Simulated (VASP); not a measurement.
Set up this calculation in VASP 6.6.1, as the native input.

```
Task                   : single point
Functional             : PBE
Potentials or basis    : VASP PAW PBE potentials, release 64 (Bi_d)
Cutoff                 : 520 eV
k mesh                 : 14 × 14 × 13
Occupations            : fermi-dirac, width 0.1 eV
Spin                   : no spin polarisation
Dipole correction      : no
Further INCAR settings : ALGO = Normal; EDIFF = 1e-06; NBANDS = 14
```

The structure of Bi lies in POSCAR:

```
Bi
1.0
    2.6492229734      0.0000000000      0.0000000000
   -1.3246114867      2.2942943952      0.0000000000
    0.0000000000      0.0000000000      2.5012023281
Bi
1
Direct
    0.0000000000      0.0000000000      0.0000000000
```

This isn't the form of Bi at room conditions, which is rhombohedral.

These files were run (other wordings do the same):

INCAR

```
SYSTEM = Bi
  PREC = Accurate
  ENCUT = 520
  EDIFF = 1E-6
  ISMEAR = -1
  SIGMA = 0.1
  LREAL = .FALSE.
  LASPH = .TRUE.
  NELM = 100
  ALGO = Normal
  ISIF = 2
  LWAVE = .FALSE.
  LCHARG = .FALSE.
  GGA = PE
  NBANDS = 14
```

KPOINTS

```
Automatic mesh
0
G
  14 14 13
  0 0 0
```

Potentials or basis: VASP PAW PBE potentials, release 64 (Bi_d).

Launch:

```bash
$ cat potpaw_PBE.64/Bi_d/POTCAR > POTCAR
$ mpirun -np 1 vasp_std > vasp.out
```

It gave:

```json
{"Pressure": "248.4 GPa", "Band gap on the k mesh": "zero (an odd number of electrons rules out a gap without spin polarisation)"}
```

Caveat: the cell stands under pressure; spin-orbit coupling is left out, which moves the levels of the heavy elements.

It took 32 s on 1 thread of Intel Xeon 8259CL, on a shared host, peak memory 0.15 GiB.
